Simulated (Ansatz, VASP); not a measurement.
**NaH in VASP and in Ansatz**

```
Na H
1.0
     2.95512    0.00000    0.00000
     0.00000    2.95512    0.00000
     0.00000    0.00000    2.88125
Na H
1 1
Direct
  0.00000 0.00000 0.00000
  0.50000 0.50000 0.50000
```

Change from the starting cell: strain +0.000 along x and y, -0.025 along z, atoms carried along.

Alike in both runs: task single point; functional PBE; k mesh 10 × 10 × 10; occupations gaussian, width 0.05 eV; no spin polarisation.

```csv
,VASP,Ansatz
version,VASP 6.6.1,Ansatz 0.2.0
potentials or method,"VASP PAW PBE potentials, release 64 (Na_pv, H), cutoff 520 eV","scalar-relativistic, plane waves, PAW"
valence electrons in the cell,8,10
```

|  | VASP | Ansatz | Ansatz less VASP |
| --- | --- | --- | --- |
| gap on the k mesh at the Fermi level (eV) | 0.95 | 0.95 | +0.003 |
| least direct gap on the mesh (eV) | 4.48 | 4.49 | +0.005 |
| pressure (GPa) | 0.8 | 0.9 | +0.04 |
| traceless stress, the component that is largest in VASP (GPa) | 1.98 | 1.97 | -0.008 |

VASP's potentials hold 8 valence electrons a cell and Ansatz's 10, so a difference there can come from the potentials and not from the codes.
